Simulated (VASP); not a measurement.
A run of VASP 6.6.1:

The input POSCAR:

```
Pd
1.0
    0.0000000000      1.9794454664      1.9794454664
    1.9794454664      0.0000000000      1.9794454664
    1.9794454664      1.9794454664      0.0000000000
Pd
1
Direct
    0.0000000000      0.0000000000      0.0000000000
```

Contents of INCAR.step1:

```
SYSTEM = Pd
PREC     = Accurate       ! precision mode
ENCUT    = 520            ! plane-wave cutoff, eV
ISMEAR   = 0              ! smearing method
SIGMA    = 0.05           ! smearing width, eV
LREAL    = .FALSE.        ! projectors in reciprocal space
LASPH    = .TRUE.         ! aspherical terms in the spheres
NELM     = 60             ! most SCF steps
NBANDS   = 11             ! bands
GGA      = PE             ! functional
ALGO     = Normal         ! electronic algorithm
EDIFF    = 1E-4           ! SCF threshold, eV
LWAVE    = .TRUE.         ! write WAVECAR
LCHARG   = .FALSE.        ! write CHGCAR
```

INCAR.step2

```
SYSTEM = Pd
PREC     = Accurate       ! precision mode
ENCUT    = 520            ! plane-wave cutoff, eV
EDIFF    = 1E-6           ! SCF threshold, eV
ISMEAR   = 0              ! smearing method
SIGMA    = 0.05           ! smearing width, eV
LREAL    = .FALSE.        ! projectors in reciprocal space
LASPH    = .TRUE.         ! aspherical terms in the spheres
NELM     = 60             ! most SCF steps
ALGO     = Normal         ! electronic algorithm
ISIF     = 2              ! what is computed and relaxed
LWAVE    = .FALSE.        ! write WAVECAR
LCHARG   = .TRUE.         ! write CHGCAR
METAGGA  = R2SCAN         ! meta-GGA
LMIXTAU  = .TRUE.       
LELF     = .TRUE.         ! ELF
LVHAR    = .TRUE.       
NBANDS   = 11             ! bands
ISTART   = 1
```

Contents of KPOINTS:

```
Automatic mesh
0
G
  20 20 20
  0 0 0
```

Potentials or basis: VASP PAW PBE potentials, release 64 (Pd).

Command:

```sh
$ cat potpaw_PBE.64/Pd/POTCAR > POTCAR
$ cp INCAR.step1 INCAR
$ mpirun -np 1 vasp_std > vasp.out
$ cp INCAR.step2 INCAR
$ mpirun -np 1 vasp_std > vasp.out
```

Hardware: 1 thread of Intel Xeon 8259CL (shared host).

Q: How long does it take, and how much memory?

A: Wall time 2.2 min on 1 thread of Intel Xeon 8259CL (shared host), peak memory 0.18 GiB. Counts: k points 256.
